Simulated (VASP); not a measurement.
# Os (P6_3/mmc) in VASP: further runs

The runs below take Os through single point, with PBE.

Program: VASP 6.6.1. These are calculated values, not measurements. Logs are shortened: lines on timing, memory, paths and dates and some standing lists are left out, and cuts for length are marked.

### 1 The cell of the first run

It takes space group P6_3/mmc (No. 194, hexagonal). The conventional cell has a = 2.756 Å, b = 2.756 Å, c = 4.343 Å, α = 90.00°, β = 90.00°, γ = 120.00°. Within 3.5 Å of Os (site symmetry -6m2) lie 12 Os at 2.69 to 2.76 Å.

### 2 Single point, PBE

INCAR reads:

```
PREC = Accurate
ENCUT = 520
EDIFF = 1E-7
ISMEAR = 1
SIGMA = 0.01
LREAL = F
LASPH = T
NELM = 100
ALGO = Normal
ISIF = 2
LWAVE = F
LCHARG = F
GGA = PE
NBANDS = 15
```

KPOINTS reads:

```
Automatic mesh
0
Gamma
  13 13 7
```

POSCAR reads:

```
Os
1.0
    2.7559294133      0.0000000000      0.0000000000
   -1.3779647066      2.3867048830      0.0000000000
    0.0000000000      0.0000000000      4.3426533301
Os
2
Direct
    0.3333333333      0.6666666667      0.2500000000
    0.6666666667      0.3333333333      0.7500000000
```

Potentials or basis: VASP PAW PBE potentials, release 64 (Os).

Run with:

```console
$ cat potpaw_PBE.64/Os/POTCAR > POTCAR
$ mpirun -np 1 vasp_std > vasp.out
```

OUTCAR:

```text
PREC = Accurate
   ENCUT = 520
   EDIFF = 1E-7
   ISMEAR = 1
   LREAL = F
   LASPH = T
   NELM = 100
   ISIF = 2
   GGA = PE

 ion  position               nearest neighbor table
   1  0.333  0.667  0.250-   2 2.69   2 2.69   2 2.69   2 2.69   2 2.69   2 2.69
   2  0.667  0.333  0.750-   1 2.69   1 2.69   1 2.69   1 2.69   1 2.69   1 2.69

  LATTYP: Found a hexagonal cell.
 ALAT       =     2.7559294133
 C/A-ratio  =     1.5757491136

  Lattice vectors:

 A1 = (   2.7559294133,   0.0000000000,   0.0000000000)
 A2 = (  -1.3779647066,   2.3867048830,   0.0000000000)
 A3 = (   0.0000000000,   0.0000000000,   4.3426533301)

Analysis of symmetry for initial positions (statically):
=====================================================================
 Subroutine PRICEL returns:
 Original cell was already a primitive cell.

 Routine SETGRP: Setting up the symmetry group for a
 hexagonal supercell.

 Subroutine GETGRP returns: Found 24 space group operations
 (whereof 12 operations were pure point group operations)
 out of a pool of 24 trial point group operations.

The static configuration has the point symmetry D_3d.
 The point group associated with its full space group is D_6h.

Analysis of symmetry for dynamics (positions and initial velocities):
=====================================================================
 Subroutine PRICEL returns:
 Original cell was already a primitive cell.

 Routine SETGRP: Setting up the symmetry group for a
 hexagonal supercell.

 Subroutine GETGRP returns: Found 24 space group operations
 (whereof 12 operations were pure point group operations)
 out of a pool of 24 trial point group operations.

The dynamic configuration has the point symmetry D_3d.
 The point group associated with its full space group is D_6h.

 Subroutine INISYM returns: Found 24 space group operations
 (whereof 12 operations are pure point group operations),
 and found     1 'primitive' translations

----------------------------------------------------------------------------------------

                                     Primitive cell

  volume of cell :      28.5642

  direct lattice vectors                    reciprocal lattice vectors
     2.755929413  0.000000000  0.000000000     0.362853996  0.209493852  0.000000000
    -1.377964707  2.386704883  0.000000000     0.000000000  0.418987704  0.000000000
     0.000000000  0.000000000  4.342653330     0.000000000  0.000000000  0.230273965

  length of vectors
     2.755929413  2.755929413  4.342653330     0.418987704  0.418987704  0.230273965

  position of ions in fractional coordinates (direct lattice)
     0.333333333  0.666666667  0.250000000
     0.666666667  0.333333333  0.750000000

  ion indices of the primitive-cell ions
   primitive index   ion index
                 1           1
                 2           2

----------------------------------------------------------------------------------------

 KPOINTS: Automatic mesh

Automatic generation of k-mesh.
 Grid dimensions read from file:
 generate k-points for:   13   13    7

 Generating k-lattice:

  Cartesian coordinates                     Fractional coordinates (reciprocal lattice)
     0.027911846  0.016114912  0.000000000     0.076923077  0.000000000  0.000000000
     0.000000000  0.032229823  0.000000000     0.000000000  0.076923077  0.000000000
     0.000000000  0.000000000  0.032896281     0.000000000  0.000000000  0.142857143

  Length of vectors
     0.032229823  0.032229823  0.032896281

  Shift w.r.t. Gamma in fractional coordinates (k-lattice)
     0.000000000  0.000000000  0.000000000

 Subroutine IBZKPT returns following result:
 ===========================================

 Found     84 irreducible k-points:

 Following reciprocal coordinates:
            Coordinates               Weight
  0.000000  0.000000  0.000000      1.000000
  0.076923  0.000000  0.000000      6.000000
  0.153846 -0.000000  0.000000      6.000000
  0.230769  0.000000  0.000000      6.000000
  0.307692 -0.000000  0.000000      6.000000
  0.384615  0.000000  0.000000      6.000000
[... 16 lines left out ...]
  0.076923  0.000000  0.142857     12.000000
  0.153846 -0.000000  0.142857     12.000000
 [... further k-points ...]
   k-points           NKPTS =     84   k-points in BZ     NKDIM =     84   number of bands    NBANDS=     15
   number of dos      NEDOS =    301   number of ions     NIONS =      2
   total plane-waves  NPLWV =  12800
   dimension x,y,z NGX =    20 NGY =   20 NGZ =   32
   dimension x,y,z NGXF=    40 NGYF=   40 NGZF=   64
   ions per type =               2
   NGX,Y,Z   is equivalent  to a cutoff of  12.06, 12.06, 12.25 a.u.
   NGXF,Y,Z  is equivalent  to a cutoff of  24.13, 24.13, 24.50 a.u.
 SYSTEM =  unknown system
   PREC   = accura    normal or accurate (medium, high low for compatibility)
   ISTART =      0    job   : 0-new  1-cont  2-samecut
   ICHARG =      2    charge: 1-file 2-atom 10-const
   ISPIN  =      1    spin polarized calculation?
   LNONCOLLINEAR =      F non collinear calculations
   LSORBIT =      F    spin-orbit coupling
   LASPH  =      T    aspherical Exc in radial PAW
   ENCUT  =  520.0 eV  38.22 Ry    6.18 a.u.   5.12  5.12  8.07*2*pi/ulx,y,z
   NELM   =    100;   NELMIN=  2; NELMDL= -5     # of ELM steps
   EDIFF  = 0.1E-06   stopping-criterion for ELM
   LREAL  =      F    real-space projection
   EDIFFG = 0.1E-05   stopping-criterion for IOM
   NSW    =      0    number of steps for IOM
   IBRION =     -1    ionic relax: 0-MD 1-quasi-New 2-CG
   NFREE  =      0    steps in history (QN), initial steepest desc. (CG)
   ISIF   =      2    stress and relaxation
   ISYM   =      2    0-nonsym 1-usesym 2-fastsym
   POTIM  = 0.5000    time-step for ionic-motion
   TEBEG  =    0.0;   TEEND  =   0.0 temperature during run
   PSTRESS=    0.0 pullay stress
   NELECT =      16.0000    total number of electrons
   NUPDOWN=      -1.0000    fix difference up-down
   EMIN   =  10.00;   EMAX   =-10.00  energy-range for DOS
   EFERMI =   0.00;   METHOD = LEGACY
   ISMEAR =     1;   SIGMA  =   0.01  broadening in eV -4-tet -1-fermi 0-gaus
   EFERMI_NEDOS =   21; number of points for ismear=-14 and -15
   IALGO  =     38    algorithm
   IMIX   =      4    mixing-type and parameters
     AMIX     =   0.40;   BMIX     =  1.00
     AMIX_MAG =   1.60;   BMIX_MAG =  1.00
  volume/ion in A,a.u.               =      14.28        96.38
  Fermi-wavevector in a.u.,A,eV,Ry     =   1.349504  2.550193 24.778399  1.821161
  Thomas-Fermi vector in A             =   2.477085
   LORBIT       =      0    0 simple, 1 ext, 2 COOP (PROOUT), +10 PAW based schemes
   GGA     = PE    functional components
   LHFCALC =     F    Hartree Fock is set to
   AEXX    =    0.0000 exact exchange contribution
   IVDW    =     0    specifies the selected vdW correction
   LEPSILON=     F    determine dielectric tensor
   LRPA    =     F    only Hartree local field effects (RPA)
 non-spin polarized calculation
 Methfessel and Paxton  Order N= 1 SIGMA  =   0.01
  energy-cutoff  :      520.00
  volume of cell :       28.56
 maximum number of plane-waves:       782
   NGX = 11   NGY = 11   NGZ = 17

 number of electron      15.9999999 magnetization

 Free energy of the ion-electron system (eV)
  ---------------------------------------------------
  ext. energy  EPLUGINS =         0.00000000
  ---------------------------------------------------
  free energy    TOTEN  =       -22.50003407 eV

  energy without entropy =      -22.49999945  energy(sigma->0) =      -22.50002253

 E-fermi :   9.1983     XC(G=0): -13.9369

 val. band max:        9.1968294889   @ k =   0.3077   0.2308   0.2857
 cond. band min:       9.2115789079   @ k =   0.0000   0.0000   0.0000
 fundamental gap:      0.0147494190
 Fermi energy:         9.1982539833

 k-point     1 :       0.0000    0.0000    0.0000
  band No.  band energies     occupation
      1      -1.6006      2.00000
      2       1.5616      2.00000
      3       6.1909      2.00000
      4       6.1909      2.00000
      5       6.4720      2.00000
      6       7.0113      2.00000
      7       7.0113      2.00000
      8       7.6199      2.00000
      9       7.6199      2.00000
     10       9.2116     -0.06784
     11      10.7945      0.00000
     12      10.7945      0.00000
     13      18.0195      0.00000
     14      23.1794      0.00000
     15      25.9214      0.00000

 k-point     2 :       0.0769    0.0000    0.0000
  band No.  band energies     occupation
      1      -1.3674      2.00000
      2       1.7671      2.00000
      3       5.7649      2.00000
      4       6.3952      2.00000
      5       6.8116      2.00000
      6       6.9039      2.00000
      7       7.2016      2.00000
      8       7.3163      2.00000
      9       7.4576      2.00000
     10       8.3185      2.00000
     11      10.9067      0.00000
     12      12.0599      0.00000
     13      17.9981      0.00000
     14      23.6510      0.00000
     15      26.2186      0.00000

 k-point     3 :       0.1538   -0.0000    0.0000
  band No.  band energies     occupation
      1      -0.7051      2.00000
      2       2.2968      2.00000
      3       5.1965      2.00000
      4       6.2139      2.00000
      5       6.5156      2.00000
      6       6.9929      2.00000
      7       7.0651      2.00000
      8       7.4276      2.00000
      9       7.7091      2.00000
     10       7.7546      2.00000
     11      11.1580      0.00000
     12      14.0009      0.00000
     13      17.8851      0.00000
     14      24.6822      0.00000
     15      26.7281      0.00000
[... 343 lines left out ...]
 k-point    23 :       0.0769    0.0000    0.1429
  band No.  band energies     occupation
      1      -1.1245      2.00000
      2       1.8014      2.00000
      3       5.7339      2.00000
      4       6.2167      2.00000
      5       6.4527      2.00000
      6       6.5646      2.00000
      7       7.0264      2.00000
      8       7.7374      2.00000
      9       7.8770      2.00000
     10       8.0989      2.00000
     11      10.9093      0.00000
     12      11.6724      0.00000
     13      19.1523      0.00000
     14      23.2186      0.00000
     15      26.4334      0.00000

 k-point    24 :       0.1538   -0.0000    0.1429
  band No.  band energies     occupation
      1      -0.4807      2.00000
      2       2.3546      2.00000
      3       5.2284      2.00000
      4       5.7148      2.00000
      5       6.3701      2.00000
      6       6.6012      2.00000
      7       7.2906      2.00000
      8       7.4597      2.00000
      9       7.8226      2.00000
     10       8.1291      2.00000
     11      11.1097      0.00000
     12      13.1803      0.00000
     13      19.1437      0.00000
     14      24.3489      0.00000
     15      26.3920      0.00000

 [... further k-points ...]

------------------------ aborting loop because EDIFF is reached ----------------------------------------

  FORCE on cell =-STRESS in cart. coord.  units (eV):
  Direction    XX          YY          ZZ          XY          YZ          ZX
  --------------------------------------------------------------------------------------
  -------------------------------------------------------------------------------------
  Total       -0.0371540     -0.0371540     -0.1280640     -0.0000000     -0.0000000     -0.0000000
  in kB       -2.0839854     -2.0839854     -7.1831641     -0.0000000     -0.0000000     -0.0000000
  external PRESSURE =      -3.7837117 kB  Pullay stress =       0.0000000 kB

 VOLUME and BASIS-vectors are now :
 -----------------------------------------------------------------------------
  energy-cutoff  :      520.00
  volume of cell :       28.56
      direct lattice vectors                 reciprocal lattice vectors
     2.755929413  0.000000000  0.000000000     0.362853996  0.209493852  0.000000000
    -1.377964707  2.386704883  0.000000000     0.000000000  0.418987704  0.000000000
     0.000000000  0.000000000  4.342653330     0.000000000  0.000000000  0.230273965

 POSITION                                       TOTAL-FORCE (eV/Angst)
 -----------------------------------------------------------------------------------
     -0.00000      1.59114      1.08566        -0.000000      0.000000      0.000000
      1.37796      0.79557      3.25699         0.000000     -0.000000      0.000000
 -----------------------------------------------------------------------------------
    total drift:                               -0.000000      0.000000     -0.000000

  FREE ENERGIE OF THE ION-ELECTRON SYSTEM (eV)
  ---------------------------------------------------
  free  energy   TOTEN  =       -22.5000340652 eV

  energy  without entropy=      -22.4999994526  energy(sigma->0) =      -22.50002253
```

It took 33 s on 1 thread of Intel Xeon 8259CL, shared host; peak memory 0.16 GiB.

What came out:

```yaml
Free_energy: -22.5000 eV
Pressure: -0.4 GPa
Band_gap_on_the_k_mesh: zero (bands 8 and 9 overlap by 3.69 eV)
```

Stress tensor (GPa, compression positive):
```
-0.21  0.00  0.00
 0.00 -0.21  0.00
 0.00  0.00 -0.72
```

Caveat: spin-orbit coupling is left out, which moves the levels of the heavy elements.

### 3 Single point, PBE

INCAR reads:

```
PREC = Accurate ; ENCUT = 520
EDIFF = 1E-6 ; ISMEAR = 1
SIGMA = 0.03 ; LREAL = False
LASPH = True ; NELM = 60
ALGO = Normal ; ISIF = 2
LWAVE = False ; LCHARG = False
GGA = PE ; NBANDS = 15
```

KPOINTS is that of step 2.

POSCAR is that of step 2.

Potentials or basis: VASP PAW PBE potentials, release 64 (Os).

Run with:

```console
$ cat potpaw_PBE.64/Os/POTCAR > POTCAR
$ mpirun -np 1 vasp_std > vasp.out
```

Run time: 34 s. Hardware: 1 thread of Intel Xeon 8259CL, shared host; peak memory 0.16 GiB.

Results (log left out):

- Free energy: -22.5001 eV
- Pressure: -0.4 GPa
- Band gap on the k mesh: zero (bands 8 and 9 overlap by 3.69 eV)

Stress tensor (GPa, compression positive):
```
-0.21  0.00  0.00
 0.00 -0.21  0.00
 0.00  0.00 -0.73
```

Levels at points of the mesh, in eV from the Fermi level:
| k point | band 6 | band 7 | band 8 | band 9 | band 10 | band 11 |
| --- | --- | --- | --- | --- | --- | --- |
| (0.00, 0.00, 0.00) | -2.19 | -2.19 | -1.58 | -1.58 | 0.01 | 1.59 |

Caveat: spin-orbit coupling is left out, which moves the levels of the heavy elements.

### 4 Single point, PBE

INCAR reads:

```
PREC = Accurate
ENCUT = 520
EDIFF = 1E-6
ISMEAR = 1
SIGMA = 0.1
LREAL = False
LASPH = True
NELM = 60
ALGO = Normal
ISIF = 2
LWAVE = False
LCHARG = False
GGA = PE
NBANDS = 15
```

KPOINTS is that of step 3.

POSCAR is that of step 3.

Run with:

```console
$ cat potpaw_PBE.64/Os/POTCAR > POTCAR
$ mpirun -np 1 vasp_std > vasp.out
```

It took 35 s on 1 thread of Intel Xeon 8259CL, shared host; peak memory 0.16 GiB.

The run converged. Its results:

```
Free energy            : -22.5005 eV
Pressure               : -0.4 GPa
Band gap on the k mesh : zero (bands 8 and 9 overlap by 3.69 eV)
```

Stress tensor (GPa, compression positive):
```
-0.32  0.00  0.00
 0.00 -0.32  0.00
 0.00  0.00 -0.56
```

Levels at points of the mesh, in eV from the Fermi level:
```csv
k point,band 4,band 5,band 6,band 7,band 8,band 9,band 10,band 11,band 12,band 13
"(0.00, 0.00, 0.00)",-3.03,-2.75,-2.21,-2.21,-1.60,-1.60,-0.01,1.57,1.57,8.80
```

Caveat: spin-orbit coupling is left out, which moves the levels of the heavy elements.

### 5 Single point, PBE

INCAR reads:

```
SYSTEM = Os
ALGO = Normal
EDIFF = 1E-6
ENCUT = 520
GGA = PE
ISIF = 2
ISMEAR = 1
LASPH = .True.
LCHARG = .False.
LREAL = .False.
LWAVE = .False.
NBANDS = 15
NELM = 60
PREC = Accurate
SIGMA = 0.2
```

KPOINTS reads:

```
k-points
0
Gamma
  13 13 7
  0 0 0
```

POSCAR is that of step 4.

Run with:

```console
$ cat potpaw_PBE.64/Os/POTCAR > POTCAR
$ mpirun -np 1 vasp_std > vasp.out
```

Wall time 32 s (1 thread of Intel Xeon 8259CL, shared host); peak memory 0.16 GiB.

The run converged. Its results:

* Free energy: -22.4995 eV
* Pressure: -0.4 GPa
* Band gap on the k mesh: zero (bands 8 and 9 overlap by 3.69 eV)

Stress tensor (GPa, compression positive):
```
-0.37  0.00  0.00
 0.00 -0.37  0.00
 0.00  0.00 -0.54
```

Levels at points of the mesh, in eV from the Fermi level:
| k point | band 6 | band 7 | band 8 | band 9 | band 10 | band 11 |
| --- | --- | --- | --- | --- | --- | --- |
| (0.00, 0.00, 0.00) | -2.24 | -2.24 | -1.63 | -1.63 | -0.04 | 1.54 |

Caveat: spin-orbit coupling is left out, which moves the levels of the heavy elements.

### 6 Summary

```csv
smearing,gap on the mesh (eV),pressure (GPa)
methfessel-paxton 0.01 eV,none,-0.4
methfessel-paxton 0.03 eV,none,-0.4
methfessel-paxton 0.1 eV,none,-0.4
methfessel-paxton 0.2 eV,none,-0.4
```

Alike in all rows: task single point; level PBE; potentials or basis VASP PAW PBE potentials, release 64 (Os); no spin polarisation; cell as given; k mesh 13 × 13 × 7; cutoff (eV) 520.

Caveats: spin-orbit coupling is left out, which moves the levels of the heavy elements.

Total energies depend on the potentials used, so only differences within one code and one set of settings carry meaning.
